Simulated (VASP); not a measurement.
# Ta (Im-3m) in VASP: a series of runs

Aim: see how the results for Ta move with the level of theory and the settings. Levels: PBE0, r2SCAN. Tasks: single point.

Everything below comes from runs of VASP 6.6.1. Logs are shortened: lines on timing, memory, paths and dates and some standing lists are left out, and cuts for length are marked.

### 1 The cell of the first run

It takes space group Im-3m (No. 229, cubic). Conventional cell: a = 3.303 Å, b = 3.303 Å, c = 3.303 Å, α = 90.00°, β = 90.00°, γ = 90.00°. Ta (site symmetry m-3m) has 14 Ta at 2.86 to 3.30 Å within 3.8 Å.

### 2 Single point, PBE0

File POSCAR:

```
Ta
1.0
   -1.6512800000      1.6512800000      1.6512800000
    1.6512800000     -1.6512800000      1.6512800000
    1.6512800000      1.6512800000     -1.6512800000
Ta
1
Direct
    0.0000000000      0.0000000000      0.0000000000
```

File INCAR.step1:

```
ALGO = Normal ; EDIFF = 1E-5
ENCUT = 400 ; GGA = PE
GGA_COMPAT = F ; ISIF = 2
ISMEAR = -1 ; LASPH = T
LCHARG = F ; LREAL = F
LWAVE = T ; NBANDS = 12
NELM = 120 ; PREC = Accurate
SIGMA = 0.05
```

File INCAR.step2:

```
AEXX = 0.25 ; ALGO = Normal
EDIFF = 1E-6 ; ENCUT = 400
GGA = PE ; GGA_COMPAT = F
ISIF = 2 ; ISMEAR = -1
ISTART = 1 ; LASPH = T
LCHARG = F ; LHFCALC = T
LREAL = F ; LWAVE = F
NBANDS = 12 ; NELM = 120
PREC = Accurate ; PRECFOCK = Normal
SIGMA = 0.05
```

File KPOINTS:

```
k-points
0
Gamma
  6 6 6
```

Potentials or basis: VASP PAW PBE potentials, release 64 (Ta_sv_GW).

Command:

```sh
$ cat potpaw_PBE.64/Ta_sv_GW/POTCAR > POTCAR
$ cp INCAR.step1 INCAR
$ mpirun -np 1 vasp_std > vasp.out
$ cp INCAR.step2 INCAR
$ mpirun -np 1 vasp_std > vasp.out
```

OUTCAR:

```text
AEXX = 0.25
   EDIFF = 1E-6
   ENCUT = 400
   GGA = PE
   ISIF = 2
   ISMEAR = -1
   ISTART = 1
   LASPH = T
   LHFCALC = T
   LREAL = F
   NELM = 120
   PREC = Accurate
   PRECFOCK = Normal

 ion  position               nearest neighbor table
   1  0.000  0.000  0.000-

  LATTYP: Found a body centered cubic cell.
 ALAT       =     3.3025600000

  Lattice vectors:

 A1 = (  -1.6512800000,   1.6512800000,   1.6512800000)
 A2 = (   1.6512800000,  -1.6512800000,   1.6512800000)
 A3 = (   1.6512800000,   1.6512800000,  -1.6512800000)

Analysis of symmetry for initial positions (statically):
=====================================================================
 Subroutine PRICEL returns:
 Original cell was already a primitive cell.

 Routine SETGRP: Setting up the symmetry group for a
 body centered cubic supercell.

 Subroutine GETGRP returns: Found 48 space group operations
 (whereof 48 operations were pure point group operations)
 out of a pool of 48 trial point group operations.

The static configuration has the point symmetry O_h .

Analysis of symmetry for dynamics (positions and initial velocities):
=====================================================================
 Subroutine PRICEL returns:
 Original cell was already a primitive cell.

 Routine SETGRP: Setting up the symmetry group for a
 body centered cubic supercell.

 Subroutine GETGRP returns: Found 48 space group operations
 (whereof 48 operations were pure point group operations)
 out of a pool of 48 trial point group operations.

The dynamic configuration has the point symmetry O_h .

 Subroutine INISYM returns: Found 48 space group operations
 (whereof 48 operations are pure point group operations),
 and found     1 'primitive' translations

----------------------------------------------------------------------------------------

                                     Primitive cell

  volume of cell :      18.0104

  direct lattice vectors                    reciprocal lattice vectors
    -1.651280000  1.651280000  1.651280000     0.000000000  0.302795407  0.302795407
     1.651280000 -1.651280000  1.651280000     0.302795407  0.000000000  0.302795407
     1.651280000  1.651280000 -1.651280000     0.302795407  0.302795407  0.000000000

  length of vectors
     2.860100858  2.860100858  2.860100858     0.428217371  0.428217371  0.428217371

  position of ions in fractional coordinates (direct lattice)
     0.000000000  0.000000000  0.000000000

  ion indices of the primitive-cell ions
   primitive index   ion index
                 1           1

----------------------------------------------------------------------------------------

 KPOINTS: k-points

Automatic generation of k-mesh.
 Grid dimensions read from file:
 generate k-points for:    6    6    6

 Generating k-lattice:

  Cartesian coordinates                     Fractional coordinates (reciprocal lattice)
     0.000000000  0.050465901  0.050465901     0.166666667  0.000000000  0.000000000
     0.050465901  0.000000000  0.050465901     0.000000000  0.166666667  0.000000000
     0.050465901  0.050465901  0.000000000     0.000000000  0.000000000  0.166666667

  Length of vectors
     0.071369562  0.071369562  0.071369562

  Shift w.r.t. Gamma in fractional coordinates (k-lattice)
     0.000000000  0.000000000  0.000000000

 Subroutine IBZKPT returns following result:
 ===========================================

 Found     16 irreducible k-points:

 Following reciprocal coordinates:
            Coordinates               Weight
  0.000000  0.000000  0.000000      1.000000
  0.166667  0.000000  0.000000     12.000000
  0.333333  0.000000  0.000000     12.000000
  0.500000  0.000000  0.000000      6.000000
  0.166667  0.166667  0.000000     24.000000
  0.333333  0.166667  0.000000     48.000000
[... 8 lines left out ...]
  0.500000  0.500000  0.333333     12.000000
  0.500000  0.500000  0.500000      1.000000
   k-points           NKPTS =     16   k-points in BZ     NKDIM =    216   number of bands    NBANDS=     12
   number of dos      NEDOS =    301   number of ions     NIONS =      1
   total plane-waves  NPLWV =   8000
   dimension x,y,z NGX =    20 NGY =   20 NGZ =   20
   dimension x,y,z NGXF=    40 NGYF=   40 NGZF=   40
   ions per type =               1
   NGX,Y,Z   is equivalent  to a cutoff of  11.63, 11.63, 11.63 a.u.
   NGXF,Y,Z  is equivalent  to a cutoff of  23.25, 23.25, 23.25 a.u.
 SYSTEM =  unknown system
   PREC   = accura    normal or accurate (medium, high low for compatibility)
   ISTART =      1    job   : 0-new  1-cont  2-samecut
   ICHARG =      0    charge: 1-file 2-atom 10-const
   ISPIN  =      1    spin polarized calculation?
   LNONCOLLINEAR =      F non collinear calculations
   LSORBIT =      F    spin-orbit coupling
   LASPH  =      T    aspherical Exc in radial PAW
   ENCUT  =  400.0 eV  29.40 Ry    5.42 a.u.   4.66  4.66  4.66*2*pi/ulx,y,z
   NELM   =    120;   NELMIN=  2; NELMDL=  0     # of ELM steps
   EDIFF  = 0.1E-05   stopping-criterion for ELM
   LREAL  =      F    real-space projection
   EDIFFG = 0.1E-04   stopping-criterion for IOM
   NSW    =      0    number of steps for IOM
   IBRION =     -1    ionic relax: 0-MD 1-quasi-New 2-CG
   NFREE  =      0    steps in history (QN), initial steepest desc. (CG)
   ISIF   =      2    stress and relaxation
   ISYM   =      3    0-nonsym 1-usesym 2-fastsym
   POTIM  = 0.5000    time-step for ionic-motion
   TEBEG  =    0.0;   TEEND  =   0.0 temperature during run
   PSTRESS=    0.0 pullay stress
   NELECT =      13.0000    total number of electrons
   NUPDOWN=      -1.0000    fix difference up-down
   EMIN   =  10.00;   EMAX   =-10.00  energy-range for DOS
   EFERMI =   0.00;   METHOD = LEGACY
   ISMEAR =    -1;   SIGMA  =   0.05  broadening in eV -4-tet -1-fermi 0-gaus
   EFERMI_NEDOS =   21; number of points for ismear=-14 and -15
   IALGO  =     38    algorithm
   IMIX   =      1    mixing-type and parameters
     AMIX     =   0.40;   BMIX     =  1.00
     AMIX_MAG =   1.60;   BMIX_MAG =  1.00
  volume/ion in A,a.u.               =      18.01       121.54
  Fermi-wavevector in a.u.,A,eV,Ry     =   1.468527  2.775113 29.341932  2.156571
  Thomas-Fermi vector in A             =   2.584014
   LORBIT       =      0    0 simple, 1 ext, 2 COOP (PROOUT), +10 PAW based schemes
   GGA     = PE    functional components
   LHFCALC =     T    Hartree Fock is set to
   PRECFOCK=normal    Normal, Fast or Accurate (Low or Medium for compatibility)
   ENCUT4O =  -1.0   cutoff for four orbital integrals eV
   NKREDX  =     1    reduce k-point grid by
   NKREDY  =     1    reduce k-point grid by
   NKREDZ  =     1    reduce k-point grid by
   AEXX    =    0.2500 exact exchange contribution
   HFSCREEN=    0.0000 screening length (either q_TF or 0.3 A-1)
   HFSCREENC=   0.0000 screening length for correlation (either q_TF or 0.3 A-1)
   ENCUTFOCK=  -1.0 apply spherical cutoff to Coloumb kernel
   IVDW    =     0    specifies the selected vdW correction
   LEPSILON=     F    determine dielectric tensor
   LRPA    =     F    only Hartree local field effects (RPA)
 non-spin polarized calculation
  energy-cutoff  :      400.00
  volume of cell :       18.01
 maximum number of plane-waves:       370
 NGX is ok and might be reduce to    20
  NGX = 14; NGY = 14; NGZ = 14

 number of electron      13.0000005 magnetization

 Free energy of the ion-electron system (eV)
  ---------------------------------------------------
  ext. energy  EPLUGINS =         0.00000000
  ---------------------------------------------------
  free energy    TOTEN  =       -16.66786208 eV

  energy without entropy =      -16.66040368  energy(sigma->0) =      -16.66413288

 E-fermi :  10.0473     XC(G=0): -10.2208

 val. band max:       10.0216432554   @ k =  -0.3333   0.5000   0.1667
 cond. band min:      10.4351600135   @ k =   0.3333   0.0000   0.0000
 fundamental gap:      0.4135167581
 Fermi energy:        10.0473331410

 k-point     1 :       0.0000    0.0000    0.0000
  band No.  band energies     occupation
      1     -61.2644      2.00000
      2     -25.6060      2.00000
      3     -25.6060      2.00000
      4     -25.6060      2.00000
      5       0.8146      2.00000
      6      11.8893      0.00000
      7      11.8893      0.00000
      8      11.8893      0.00000
      9      15.5276      0.00000
     10      15.5276      0.00000
     11      26.2005      0.00000
     12      26.2005      0.00000

 k-point     2 :       0.1667    0.0000    0.0000
  band No.  band energies     occupation
      1     -61.2326      2.00000
      2     -25.9624      2.00000
      3     -25.7127      2.00000
      4     -25.6097      2.00000
      5       2.1107      2.00000
      6      10.9172      0.00000
      7      11.2658      0.00000
      8      13.1407      0.00000
      9      14.7376      0.00000
     10      15.5165      0.00000
     11      27.0028      0.00000
     12      28.3299      0.00000

 k-point     3 :       0.3333    0.0000    0.0000
  band No.  band energies     occupation
      1     -61.1642      2.00000
      2     -26.6268      2.00000
      3     -25.9185      2.00000
      4     -25.6129      2.00000
      5       4.4424      2.00000
      6       8.8070      2.00000
      7      10.4352      0.00086
      8      15.2185      0.00000
      9      15.9034      0.00000
     10      16.5100      0.00000
     11      25.0541      0.00000
     12      26.2229      0.00000
[... 166 lines left out ...]
 k-point    15 :       0.5000    0.5000    0.3333
  band No.  band energies     occupation
      1     -61.0557      2.00000
      2     -26.6137      2.00000
      3     -26.3862      2.00000
      4     -26.2934      2.00000
      5       6.2193      2.00000
      6       6.4862      2.00000
      7      14.0881      0.00000
      8      14.1178      0.00000
      9      18.6231      0.00000
     10      19.8955      0.00000
     11      22.0127      0.00000
     12      23.9067      0.00000

 k-point    16 :       0.5000    0.5000    0.5000
  band No.  band energies     occupation
      1     -61.0379      2.00000
      2     -26.5036      2.00000
      3     -26.5036      2.00000
      4     -26.5036      2.00000
      5       5.5071      2.00000
      6       5.5071      2.00000
      7      18.3846      0.00000
      8      18.3846      0.00000
      9      18.3846      0.00000
     10      20.0288      0.00000
     11      20.0288      0.00000
     12      20.0288      0.00000

------------------------ aborting loop because EDIFF is reached ----------------------------------------

  FORCE on cell =-STRESS in cart. coord.  units (eV):
  Direction    XX          YY          ZZ          XY          YZ          ZX
  --------------------------------------------------------------------------------------
  -------------------------------------------------------------------------------------
  Total        0.0445410      0.0445410      0.0445410     -0.0000000     -0.0000000     -0.0000000
  in kB        3.9623063      3.9623063      3.9623063     -0.0000000     -0.0000000     -0.0000000
  external PRESSURE =       3.9623063 kB  Pullay stress =       0.0000000 kB

 VOLUME and BASIS-vectors are now :
 -----------------------------------------------------------------------------
  energy-cutoff  :      400.00
  volume of cell :       18.01
      direct lattice vectors                 reciprocal lattice vectors
    -1.651280000  1.651280000  1.651280000     0.000000000  0.302795407  0.302795407
     1.651280000 -1.651280000  1.651280000     0.302795407  0.000000000  0.302795407
     1.651280000  1.651280000 -1.651280000     0.302795407  0.302795407  0.000000000

 POSITION                                       TOTAL-FORCE (eV/Angst)
 -----------------------------------------------------------------------------------
      0.00000      0.00000      0.00000         0.000000      0.000000     -0.000000
 -----------------------------------------------------------------------------------
    total drift:                               -0.000000     -0.000000     -0.000000

  FREE ENERGIE OF THE ION-ELECTRON SYSTEM (eV)
  ---------------------------------------------------
  free  energy   TOTEN  =       -16.6678620778 eV

  energy  without entropy=      -16.6604036830  energy(sigma->0) =      -16.66413288
```

It took 3 min on 1 thread of Intel Xeon Platinum 8559C (Emerald Rapids), shared host; peak memory 0.13 GiB.

Results:

```yaml
Free_energy: -16.6679 eV
Pressure: 0.4 GPa
Band_gap_on_the_k_mesh: zero (an odd number of electrons rules out a gap without spin polarisation)
```

Levels at points of the mesh, in eV from the Fermi level:
```tsv
k point	band 3	band 4	band 5	band 6	band 7	band 8	band 9	band 10
(0.00, 0.00, 0.00)	-35.65	-35.65	-9.23	1.84	1.84	1.84	5.48	5.48
(0.50, 0.00, 0.00)	-36.07	-35.66	-5.19	-1.90	1.89	5.32	6.37	9.34
(0.50, 0.50, 0.50)	-36.55	-36.55	-4.54	-4.54	8.34	8.34	8.34	9.98
```

Caveat: the k points lie up to 0.45 Å⁻¹ apart, too coarse for converged energies and pressures of a metal; the PAW data sets were made with another functional, which shifts forces and pressure a little; spin-orbit coupling is left out, which moves the levels of the heavy elements.

### 3 Single point, r2SCAN

File POSCAR:

```
Ta
1.0
   -1.6514431838      1.6514431838      1.6514431838
    1.6514431838     -1.6514431838      1.6514431838
    1.6514431838      1.6514431838     -1.6514431838
Ta
1
Direct
    0.0000000000      0.0000000000      0.0000000000
```

File INCAR.step1:

```
PREC = Accurate
ENCUT = 550
ISMEAR = -1
SIGMA = 0.05
LREAL = False
LASPH = True
NELM = 120
NBANDS = 12
GGA = PE
ALGO = Normal
EDIFF = 1E-5
LWAVE = True
LCHARG = False
GGA_COMPAT = False
```

File INCAR.step2:

```
PREC = Accurate
ENCUT = 550
EDIFF = 1E-6
ISMEAR = -1
SIGMA = 0.05
LREAL = False
LASPH = True
NELM = 120
ALGO = Normal
ISIF = 2
LWAVE = False
LCHARG = False
METAGGA = R2SCAN
LMIXTAU = True
NBANDS = 12
ISTART = 1
GGA_COMPAT = False
```

File KPOINTS:

```
regular mesh
0
Gamma
  11 11 11
```

Potentials or basis: VASP PAW PBE potentials, release 64 (Ta_sv_GW).

Command:

```sh
$ cat potpaw_PBE.64/Ta_sv_GW/POTCAR > POTCAR
$ cp INCAR.step1 INCAR
$ mpirun -np 1 vasp_std > vasp.out
$ cp INCAR.step2 INCAR
$ mpirun -np 1 vasp_std > vasp.out
```

Wall time 36 s (1 thread of AMD EPYC 9R45 (Zen 5), shared host); peak memory 0.13 GiB.

The run converged. Its results:

- Free energy: -51.0887 eV
- Pressure: -0.9 GPa
- Band gap on the k mesh: zero (an odd number of electrons rules out a gap without spin polarisation)

Levels at points of the mesh, in eV from the Fermi level:
```csv
k point,band 3,band 4,band 5,band 6,band 7,band 8,band 9,band 10
"(0.00, 0.00, 0.00)",-34.21,-34.21,-8.30,0.87,0.87,0.87,4.35,4.35
```

Caveat: the PAW data sets were made with another functional, which shifts forces and pressure a little; spin-orbit coupling is left out, which moves the levels of the heavy elements.

The gap in the log of VASP goes by the Fermi energy; the results here count the filled bands.